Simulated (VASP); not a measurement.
# InW2O6 (Fm-3m) in VASP: further runs, part 2 of 2

VASP 6.6.1. Earlier steps stand in the parts before.

## Step 3: Relaxation of cell and atoms, PBE

This run uses another cell than the first one, of 14.66 Å³/atom.

The input, INCAR:

```
SYSTEM = InW2O6
PREC = Accurate
ENCUT = 600
EDIFF = 1E-6
ISMEAR = -1
SIGMA = 0.05
LREAL = .FALSE.
LASPH = .TRUE.
NELM = 100
ALGO = Normal
ISIF = 3
LWAVE = .FALSE.
LCHARG = .FALSE.
GGA = PE
IBRION = 2
NSW = 80
EDIFFG = -0.02
```

The input, KPOINTS:

```
Automatic mesh
0
G
  5 5 5
  0 0 0
```

The input, POSCAR:

```
InW2O6
1.0
    0.0000000000      4.0406318800      4.0406318800
    4.0406318800      0.0000000000      4.0406318800
    4.0406318800      4.0406318800      0.0000000000
In W O
1 2 6
Direct
    0.5000000000      0.5000000000      0.5000000000
    0.2500000000      0.2500000000      0.2500000000
    0.7500000000      0.7500000000      0.7500000000
    0.5000000000      0.5000000000      0.0000000000
    0.0000000000      0.0000000000      0.5000000000
    0.0000000000      0.5000000000      0.5000000000
    0.5000000000      0.0000000000      0.0000000000
    0.5000000000      0.0000000000      0.5000000000
    0.0000000000      0.5000000000      0.0000000000
```

Potentials or basis: VASP PAW PBE potentials, release 64 (In_d, W_sv, O).

Command:

```
> cat potpaw_PBE.64/In_d/POTCAR potpaw_PBE.64/W_sv/POTCAR potpaw_PBE.64/O/POTCAR > POTCAR
> mpirun -np 1 vasp_std > vasp.out
```

OUTCAR:

```text
SYSTEM = InW2O6
   PREC = Accurate
   ENCUT = 600
   EDIFF = 1E-6
   ISMEAR = -1
   LREAL = .FALSE.
   LASPH = .TRUE.
   NELM = 100
   ISIF = 3
   GGA = PE
   IBRION = 2
   NSW = 80
   EDIFFG = -0.02

 ion  position               nearest neighbor table
   1  0.500  0.500  0.500-   4 2.86   6 2.86   8 2.86   4 2.86   7 2.86   9 2.86   5 2.86   7 2.86
                             8 2.86   5 2.86   6 2.86   9 2.86   2 3.50   3 3.50   2 3.50   2 3.50
   2  0.250  0.250  0.250-   4 2.02   5 2.02   6 2.02   7 2.02   8 2.02   9 2.02   1 3.50   1 3.50
                             1 3.50   1 3.50
   3  0.750  0.750  0.750-   4 2.02   5 2.02   6 2.02   7 2.02   8 2.02   9 2.02   1 3.50   1 3.50
                             1 3.50   1 3.50
   4  0.500  0.500  0.000-   2 2.02   3 2.02   1 2.86   1 2.86
   5  0.000  0.000  0.500-   2 2.02   3 2.02   1 2.86   1 2.86
   6  0.000  0.500  0.500-   2 2.02   3 2.02   1 2.86   1 2.86
   7  0.500  0.000  0.000-   2 2.02   3 2.02   1 2.86   1 2.86
   8  0.500  0.000  0.500-   2 2.02   3 2.02   1 2.86   1 2.86
   9  0.000  0.500  0.000-   2 2.02   3 2.02   1 2.86   1 2.86

  LATTYP: Found a face centered cubic cell.
 ALAT       =     8.0812637600

  Lattice vectors:

 A1 = (   0.0000000000,   4.0406318800,   4.0406318800)
 A2 = (   4.0406318800,   0.0000000000,   4.0406318800)
 A3 = (   4.0406318800,   4.0406318800,   0.0000000000)

Analysis of symmetry for initial positions (statically):
=====================================================================
 Subroutine PRICEL returns:
 Original cell was already a primitive cell.

 Routine SETGRP: Setting up the symmetry group for a
 face centered cubic supercell.

 Subroutine GETGRP returns: Found 48 space group operations
 (whereof 48 operations were pure point group operations)
 out of a pool of 48 trial point group operations.

The static configuration has the point symmetry O_h .

Analysis of symmetry for dynamics (positions and initial velocities):
=====================================================================
[... 117 lines left out ...]
   POTIM  = 0.5000    time-step for ionic-motion
   TEBEG  =    0.0;   TEEND  =   0.0 temperature during run
   PSTRESS=    0.0 pullay stress
   NELECT =      77.0000    total number of electrons
   NUPDOWN=      -1.0000    fix difference up-down
   EMIN   =  10.00;   EMAX   =-10.00  energy-range for DOS
   EFERMI =   0.00;   METHOD = LEGACY
   ISMEAR =    -1;   SIGMA  =   0.05  broadening in eV -4-tet -1-fermi 0-gaus
   EFERMI_NEDOS =   21; number of points for ismear=-14 and -15
   IALGO  =     38    algorithm
   IMIX   =      4    mixing-type and parameters
     AMIX     =   0.40;   BMIX     =  1.00
     AMIX_MAG =   1.60;   BMIX_MAG =  1.00
  volume/ion in A,a.u.               =      14.66        98.93
  Fermi-wavevector in a.u.,A,eV,Ry     =   1.368083  2.585302 25.465360  1.871651
  Thomas-Fermi vector in A             =   2.494079
   LORBIT       =      0    0 simple, 1 ext, 2 COOP (PROOUT), +10 PAW based schemes
   GGA     = PE    functional components
   LHFCALC =     F    Hartree Fock is set to
   AEXX    =    0.0000 exact exchange contribution
   IVDW    =     0    specifies the selected vdW correction
   LEPSILON=     F    determine dielectric tensor
   LRPA    =     F    only Hartree local field effects (RPA)
 conjugate gradient relaxation of ions
 non-spin polarized calculation
  energy-cutoff  :      600.00
  volume of cell :      131.94
 maximum number of plane-waves:      4477
 NGX is ok and might be reduce to    48
   NGX = 23   NGY = 23   NGZ = 23

--------------------------------------- Ionic step        1  -------------------------------------------

 number of electron      77.0000002 magnetization

 Free energy of the ion-electron system (eV)
  ---------------------------------------------------
  ext. energy  EPLUGINS =         0.00000000
  ---------------------------------------------------
  free energy    TOTEN  =       -74.16135952 eV

  energy without entropy =      -74.14246466  energy(sigma->0) =      -74.15191209

------------------------ aborting loop because EDIFF is reached ----------------------------------------

  FORCE on cell =-STRESS in cart. coord.  units (eV):
  Direction    XX          YY          ZZ          XY          YZ          ZX
  --------------------------------------------------------------------------------------
  -------------------------------------------------------------------------------------
  Total      -13.1198574    -13.1198574    -13.1198574      0.0000000      0.0000000     -0.0000000
  in kB     -159.3168981   -159.3168981   -159.3168981      0.0000000      0.0000000     -0.0000000
  external PRESSURE =    -159.3168981 kB  Pullay stress =       0.0000000 kB
[... 116 lines left out ...]
--------------------------------------- Ionic step        4  -------------------------------------------

 number of electron      77.0000010 magnetization

 Free energy of the ion-electron system (eV)
  ---------------------------------------------------
  ext. energy  EPLUGINS =         0.00000000
  ---------------------------------------------------
  free energy    TOTEN  =       -74.78692068 eV

  energy without entropy =      -74.76889179  energy(sigma->0) =      -74.77790624

 E-fermi :   5.4202     XC(G=0): -10.5909

 val. band max:        5.3175798506   @ k =  -0.4000   0.4000   0.2000
 cond. band min:       5.5339459773   @ k =  -0.4000   0.4000   0.0000
 fundamental gap:      0.2163661266
 Fermi energy:         5.4201815415

 k-point     1 :       0.0000    0.0000    0.0000
  band No.  band energies     occupation
      1     -70.7721      2.00000
      2     -70.7710      2.00000
      3     -34.9825      2.00000
      4     -34.9825      2.00000
      5     -34.9825      2.00000
      6     -34.9305      2.00000
[... 515 lines left out ...]
  FREE ENERGIE OF THE ION-ELECTRON SYSTEM (eV)
  ---------------------------------------------------
  free  energy   TOTEN  =       -74.7869206837 eV

  energy  without entropy=      -74.7688917877  energy(sigma->0) =      -74.77790624

 reached required accuracy - stopping structural energy minimisation
```

Run time: 4.4 min. Hardware: 1 thread of Intel Xeon Platinum 8124M at 3.00GHz (Skylake/Cascade Lake), shared host; peak memory 0.38 GiB.

What came out:

* Free energy: -74.7869 eV
* Relaxed volume: 13.39 Å³/atom
* Relaxed cell: a = 5.544 Å, b = 5.544 Å, c = 5.544 Å, α = 60.00°, β = 60.00°, γ = 60.00°
* Space group after relaxing (to 0.1 Å): Fm-3m (No. 225)
* Energy gained by relaxing: 69.5 meV/atom
* Ionic steps: 4
* Pressure after relaxing: -0.1 GPa
* Band gap on the k mesh: zero (an odd number of electrons rules out a gap without spin polarisation)

Step by step:
| step | energy change (eV) | largest force (eV/Å) | pressure (GPa) | volume (Å³) |
| --- | --- | --- | --- | --- |
| 1 | 0.0000 | 0.0000 | -15.93 | 131.94 |
| 2 | 0.8388 | 0.0000 | 36.63 | 106.02 |
| 3 | -0.6248 | 0.0000 | -0.65 | 120.78 |
| 4 | -0.6256 | 0.0000 | -0.11 | 120.47 |

Final structure:
```cif
data_structure
_symmetry_space_group_name_H-M 'P 1'
_symmetry_Int_Tables_number 1
_cell_length_a 5.5437
_cell_length_b 5.5437
_cell_length_c 5.5437
_cell_angle_alpha 60.000
_cell_angle_beta 60.000
_cell_angle_gamma 60.000
_cell_volume 120.47
loop_
_atom_site_label
_atom_site_type_symbol
_atom_site_fract_x
_atom_site_fract_y
_atom_site_fract_z
_atom_site_occupancy
In1 In 0.50000 0.50000 0.50000 1
W1 W 0.25000 0.25000 0.25000 1
W2 W 0.75000 0.75000 0.75000 1
O1 O 0.50000 0.50000 0.00000 1
O2 O 0.00000 0.00000 0.50000 1
O3 O 0.00000 0.50000 0.50000 1
O4 O 0.50000 0.00000 0.00000 1
O5 O 0.50000 0.00000 0.50000 1
O6 O 0.00000 0.50000 0.00000 1
```

Levels at points of the mesh, in eV from the Fermi level:
```tsv
k point	band 36	band 37	band 38	band 39	band 40	band 41
(0.00, 0.00, 0.00)	-2.16	-2.16	-2.16	-1.03	-1.03	-1.03
```

Caveat: spin-orbit coupling is left out, which moves the levels of the heavy elements; an odd number of electrons without spin polarisation forces a metal; a magnetic or distorted state may lie lower.
